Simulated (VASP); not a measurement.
# C (C2/m) in VASP: a series of runs

C is run at these levels: PBEsol; tasks: single point.

Program: VASP 6.6.1. These are calculated values, not measurements. Logs are shortened: lines on timing, memory, paths and dates and some standing lists are left out, and cuts for length are marked.

**1. The cell of the first run**

The typed cell holds 4 atoms: a = 2.459 Å, b = 2.459 Å, c = 7.378 Å, α = 90.00°, β = 90.00°, γ = 119.99°.

**2. Single point, PBEsol**

INCAR

```
SYSTEM = C
PREC = Accurate
ENCUT = 600
EDIFF = 1E-6
ISMEAR = 0
SIGMA = 0.15
LREAL = .FALSE.
LASPH = .TRUE.
NELM = 120
ALGO = Normal
ISIF = 2
LWAVE = .FALSE.
LCHARG = .FALSE.
GGA = PS
NBANDS = 16
GGA_COMPAT = .FALSE.
```

KPOINTS

```
Automatic mesh
0
G
  18 18 6
  0 0 0
```

POSCAR

```
C
1.0
    1.2294745828     -2.1290849001      0.0000000000
    1.2294745828      2.1290849001      0.0000000000
    0.0000000000      0.0000000000      7.3778161753
C
4
Direct
    0.1633560377      0.8366439623      0.7498448864
    0.5032872683      0.4967127317      0.2501554438
    0.8366439623      0.1633560377      0.2501551136
    0.4967127317      0.5032872683      0.7498445562
```

Potentials or basis: VASP PAW PBE potentials, release 64 (C).

On the command line:

```
cat potpaw_PBE.64/C/POTCAR > POTCAR
mpirun -np 1 vasp_std > vasp.out
```

OUTCAR:

```text
SYSTEM = C
   PREC = Accurate
   ENCUT = 600
   EDIFF = 1E-6
   ISMEAR = 0
   LREAL = .FALSE.
   LASPH = .TRUE.
   NELM = 120
   ISIF = 2
   GGA = PS

 ion  position               nearest neighbor table
   1  0.163  0.837  0.750-   4 1.42   4 1.42   4 1.42
   2  0.503  0.497  0.250-   3 1.42   3 1.42   3 1.42
   3  0.837  0.163  0.250-   2 1.42   2 1.42   2 1.42
   4  0.497  0.503  0.750-   1 1.42   1 1.42   1 1.42

  LATTYP: Found a base centered orthorhombic cell.
 ALAT       =     2.4589491656
 B/A-ratio  =     1.7317030623
 C/A-ratio  =     3.0003939400

  Lattice vectors:

 A1 = (   1.2294745828,  -2.1290849001,   0.0000000000)
 A2 = (   1.2294745828,   2.1290849001,   0.0000000000)
 A3 = (   0.0000000000,   0.0000000000,   7.3778161753)

Analysis of symmetry for initial positions (statically):
=====================================================================
 Subroutine PRICEL returns:
 Original cell was already a primitive cell.

 Routine SETGRP: Setting up the symmetry group for a
 base centered orthorhombic supercell.

 Subroutine GETGRP returns: Found  4 space group operations
 (whereof  4 operations were pure point group operations)
 out of a pool of  8 trial point group operations.

The static configuration has the point symmetry C_2h.

Analysis of symmetry for dynamics (positions and initial velocities):
=====================================================================
 Subroutine PRICEL returns:
 Original cell was already a primitive cell.

 Routine SETGRP: Setting up the symmetry group for a
 base centered orthorhombic supercell.

 Subroutine GETGRP returns: Found  4 space group operations
 (whereof  4 operations were pure point group operations)
 out of a pool of  8 trial point group operations.

The dynamic configuration has the point symmetry C_2h.

 Subroutine INISYM returns: Found  4 space group operations
 (whereof  4 operations are pure point group operations),
 and found     1 'primitive' translations

----------------------------------------------------------------------------------------

                                     Primitive cell

  volume of cell :      38.6252

  direct lattice vectors                    reciprocal lattice vectors
     1.229474583 -2.129084900  0.000000000     0.406677785 -0.234842678  0.000000000
     1.229474583  2.129084900  0.000000000     0.406677785  0.234842678  0.000000000
[... 85 lines left out ...]
   LSORBIT =      F    spin-orbit coupling
   LASPH  =      T    aspherical Exc in radial PAW
   ENCUT  =  600.0 eV  44.10 Ry    6.64 a.u.   4.91  4.91 14.74*2*pi/ulx,y,z
   NELM   =    120;   NELMIN=  2; NELMDL= -5     # of ELM steps
   EDIFF  = 0.1E-05   stopping-criterion for ELM
   LREAL  =      F    real-space projection
   EDIFFG = 0.1E-04   stopping-criterion for IOM
   NSW    =      0    number of steps for IOM
   IBRION =     -1    ionic relax: 0-MD 1-quasi-New 2-CG
   NFREE  =      0    steps in history (QN), initial steepest desc. (CG)
   ISIF   =      2    stress and relaxation
   ISYM   =      2    0-nonsym 1-usesym 2-fastsym
   POTIM  = 0.5000    time-step for ionic-motion
   TEBEG  =    0.0;   TEEND  =   0.0 temperature during run
   PSTRESS=    0.0 pullay stress
   NELECT =      16.0000    total number of electrons
   NUPDOWN=      -1.0000    fix difference up-down
   EMIN   =  10.00;   EMAX   =-10.00  energy-range for DOS
   EFERMI =   0.00;   METHOD = LEGACY
   ISMEAR =     0;   SIGMA  =   0.15  broadening in eV -4-tet -1-fermi 0-gaus
   EFERMI_NEDOS =   21; number of points for ismear=-14 and -15
   IALGO  =     38    algorithm
   IMIX   =      4    mixing-type and parameters
     AMIX     =   0.40;   BMIX     =  1.00
     AMIX_MAG =   1.60;   BMIX_MAG =  1.00
  volume/ion in A,a.u.               =       9.66        65.16
  Fermi-wavevector in a.u.,A,eV,Ry     =   1.220370  2.306164 20.263182  1.489302
  Thomas-Fermi vector in A             =   2.355589
   LORBIT       =      0    0 simple, 1 ext, 2 COOP (PROOUT), +10 PAW based schemes
   GGA     = PS    functional components
   LHFCALC =     F    Hartree Fock is set to
   AEXX    =    0.0000 exact exchange contribution
   IVDW    =     0    specifies the selected vdW correction
   LEPSILON=     F    determine dielectric tensor
   LRPA    =     F    only Hartree local field effects (RPA)
 non-spin polarized calculation
 Gauss-broadening in eV      SIGMA  =   0.15
  energy-cutoff  :      600.00
  volume of cell :       38.63
 maximum number of plane-waves:      1326
   NGX =  9   NGY =  9   NGZ = 29

 number of electron      16.0000001 magnetization

 Free energy of the ion-electron system (eV)
  ---------------------------------------------------
  ext. energy  EPLUGINS =         0.00000000
  ---------------------------------------------------
  free energy    TOTEN  =       -38.58836091 eV

  energy without entropy =      -38.58707052  energy(sigma->0) =      -38.58771571

 E-fermi :   3.8521     XC(G=0):  -9.8893

 val. band max:        3.8514945045   @ k =   0.3333   0.3333   0.5000
 cond. band min:       3.8558378598   @ k =   0.3333   0.3333   0.0000
 fundamental gap:      0.0043433553
 Fermi energy:         3.8521089487

 k-point     1 :       0.0000    0.0000    0.0000
  band No.  band energies     occupation
      1     -15.7585      2.00000
      2     -15.6167      2.00000
      3      -4.4247      2.00000
      4      -3.2186      2.00000
      5       0.8588      2.00000
      6       0.8631      2.00000
[... 433 lines left out ...]
      3      -3.2701      2.00000
      4      -2.1653      2.00000
      5      -2.1367      2.00000
      6      -2.1175      2.00000
[... 8 lines left out ...]
     15      15.2776      0.00000
     16      15.3239      0.00000

 [... further k-points ...]
[... 5 lines left out ...]
  --------------------------------------------------------------------------------------
  -------------------------------------------------------------------------------------
  Total        0.1273148      0.1600037     -0.0954107      0.0000000     -0.0000123      0.0000000
  in kB        5.2810348      6.6369751     -3.9576494      0.0000000     -0.0005113      0.0000000
  external PRESSURE =       2.6534535 kB  Pullay stress =       0.0000000 kB

 VOLUME and BASIS-vectors are now :
 -----------------------------------------------------------------------------
  energy-cutoff  :      600.00
  volume of cell :       38.63
      direct lattice vectors                 reciprocal lattice vectors
     1.229474583 -2.129084900  0.000000000     0.406677785 -0.234842678  0.000000000
     1.229474583  2.129084900  0.000000000     0.406677785  0.234842678  0.000000000
     0.000000000  0.000000000  7.377816175     0.000000000  0.000000000  0.135541463

 POSITION                                       TOTAL-FORCE (eV/Angst)
 -----------------------------------------------------------------------------------
      1.22947      1.43349      5.53222         0.000000     -0.003218      0.000120
      1.22947     -0.01400      1.84560         0.000000     -0.002558     -0.000093
      1.22947     -1.43349      1.84560         0.000000      0.003218     -0.000120
      1.22947      0.01400      5.53222         0.000000      0.002558      0.000093
 -----------------------------------------------------------------------------------
    total drift:                               -0.000000     -0.000000     -0.000000

  FREE ENERGIE OF THE ION-ELECTRON SYSTEM (eV)
  ---------------------------------------------------
  free  energy   TOTEN  =       -38.5883609109 eV

  energy  without entropy=      -38.5870705190  energy(sigma->0) =      -38.58771571
```

It took 2.7 min on 1 thread of AMD EPYC 9R45 (Zen 5), shared host; peak memory 0.35 GiB.

What came out:

| Quantity | Value |
| --- | --- |
| Free energy | -38.5884 eV |
| Pressure | 0.3 GPa |
| Largest force | 0.003 eV/Å |

Forces in eV/Å, atoms in the order of the input:
```
C    0.000 -0.003  0.000
C    0.000 -0.003  0.000
C    0.000  0.003  0.000
C    0.000  0.003  0.000
```

Stress tensor (GPa, compression positive):
```
 0.53  0.00  0.00
 0.00  0.66  0.00
 0.00  0.00 -0.40
```

Caveat: this functional lacks dispersion, which binds the layers, so the pressure and a relaxed spacing across them are unreliable; the PAW data sets were made with another functional, which shifts forces and pressure a little.

**3. Single point, PBEsol**

INCAR

```
SYSTEM = C
  PREC = Accurate
  ENCUT = 600
  EDIFF = 1E-6
  ISMEAR = 0
  SIGMA = 0.15
  LREAL = .False.
  LASPH = .True.
  NELM = 120
  ALGO = Normal
  ISIF = 2
  LWAVE = .False.
  LCHARG = .False.
  GGA = PS
  NBANDS = 16
  GGA_COMPAT = .False.
```

KPOINTS

```
regular mesh
0
Gamma
  18 18 6
  0 0 0
```

POSCAR

```
C
1.0
    1.2294745828     -2.1290849001      0.0000000000
    1.2294745828      2.1290849001      0.0000000000
    0.0000000000      0.0000000000      7.3778161753
C
4
Direct
    0.1833646339      0.8166353661      0.7498449277
    0.4832786721      0.5167213279      0.2501554851
    0.8166353661      0.1833646339      0.2501550723
    0.5167213279      0.4832786721      0.7498445149
```

Potentials or basis: VASP PAW PBE potentials, release 64 (C).

On the command line:

```
cat potpaw_PBE.64/C/POTCAR > POTCAR
mpirun -np 1 vasp_std > vasp.out
```

Run time: 8.7 min. Hardware: 1 thread of Intel Xeon 8259CL, shared host; peak memory 0.38 GiB.

The run converged. Its results:

```
Free energy   : -38.5881 eV
Pressure      : 0.3 GPa
Largest force : 0.005 eV/Å
```

Forces on the atoms (eV/Å):
```
C    0.000 -0.002  0.000
C    0.000 -0.005  0.000
C    0.000  0.002  0.000
C    0.000  0.005  0.000
```

Stress tensor (GPa, compression positive):
```
 0.50  0.00  0.00
 0.00  0.69  0.00
 0.00  0.00 -0.38
```

Levels at points of the mesh, in eV from the Fermi level:
```tsv
k point	band 6	band 7	band 8	band 9	band 10	band 11
(0.00, 0.00, 0.00)	-2.99	-2.99	-2.98	3.43	8.34	8.35
(0.50, 0.00, 0.00)	-6.40	-2.63	-2.16	1.42	1.99	7.35
(0.50, 0.50, 0.00)	-6.40	-2.53	-2.28	1.59	1.86	7.34
(0.00, 0.00, 0.50)	-2.99	-2.99	-2.99	5.42	5.43	8.36
(0.50, 0.00, 0.50)	-6.41	-2.38	-2.38	1.63	1.63	7.44
(0.50, 0.50, 0.50)	-6.41	-2.38	-2.38	1.63	1.63	7.44
```

Caveat: this functional lacks dispersion, which binds the layers, so the pressure and a relaxed spacing across them are unreliable; the PAW data sets were made with another functional, which shifts forces and pressure a little.
